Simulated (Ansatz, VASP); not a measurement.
Hg3P2: VASP beside Ansatz

The input INCAR:

```
SYSTEM = Hg3P2
PREC = Accurate
ENCUT = 600
EDIFF = 1E-6
ISMEAR = 0
SIGMA = 0.1
LREAL = .False.
LASPH = .True.
NELM = 80
ALGO = Normal
ISIF = 3
LWAVE = .False.
LCHARG = .False.
GGA = PE
IBRION = 2
NSW = 90
EDIFFG = -0.04
```

The input KPOINTS:

```
regular mesh
0
Gamma
  6 6 6
  0 0 0
```

File POSCAR:

```
Hg3P2
1.0
    3.3715986800      1.9465934100      2.7061830100
   -3.3715986800      1.9465934100      2.7061830100
    0.0000000000     -3.8931868100      2.7061830100
Hg P
3 2
Direct
    0.5000000000      0.2500000000      0.7500000000
    0.7500000000      0.5000000000      0.2500000000
    0.2500000000      0.7500000000      0.5000000000
    0.2500000000      0.2500000000      0.2500000000
    0.7500000000      0.7500000000      0.7500000000
```

Input for Ansatz:

```yaml
crystal:
  lattice:
    - [3.37159868, 1.94659341, 2.70618301]
    - [-3.37159868, 1.94659341, 2.70618301]
    - [0.0, -3.89318681, 2.70618301]
  atoms:
    - { symbol: Hg, position: [0.5, 0.25, 0.75] }
    - { symbol: Hg, position: [0.75, 0.5, 0.25] }
    - { symbol: Hg, position: [0.25, 0.75, 0.5] }
    - { symbol: P, position: [0.25, 0.25, 0.25] }
    - { symbol: P, position: [0.75, 0.75, 0.75] }
basis:
  ecutwfc: 420
kpoints:
  mp_grid: { grid: [6, 6, 6] }
hamiltonian:
  xc: pbe
scf:
  occupations: { method: gaussian, width: 0.1 }
  lower_state_search: "off"
output:
  forces: true
  stress: true
  eigenvalues: true
relax:
  adjacent_minimum: "off"
  f_tol: 0.04
  max_steps: 70
  cell: { stress_tol: 0.4 }
```

Change from the starting cell: species swapped into the Ni3Se2 type (R32, No. 155).

Alike in both runs: task relaxation of cell and atoms; functional PBE; k mesh 6 × 6 × 6; occupations gaussian, width 0.1 eV; no spin polarisation.

```csv
,VASP,Ansatz
version,VASP 6.6.1,Ansatz 0.2.0
potentials or method,"VASP PAW PBE potentials, release 64 (Hg, P), cutoff 600 eV","scalar-relativistic, plane waves, PAW"
valence electrons in the cell,46,70
```

```tsv
	VASP	Ansatz	Ansatz less VASP
gap on the k mesh at the Fermi level, each at its own relaxed structure (eV)	1.76	1.70	-0.059
relaxed volume (Å³/atom)	31.74	31.45	-0.289
relaxed length of the cell vector where the two differ most in proportion (Å)	5.448	5.428	-0.0204
```

VASP's potentials hold 46 valence electrons a cell and Ansatz's 70, so a difference there can come from the potentials and not from the codes.

Spin-orbit coupling is off throughout. Noted on VASP's run: the volume moved by over 15 % at a fixed basis, so the end points are rough.
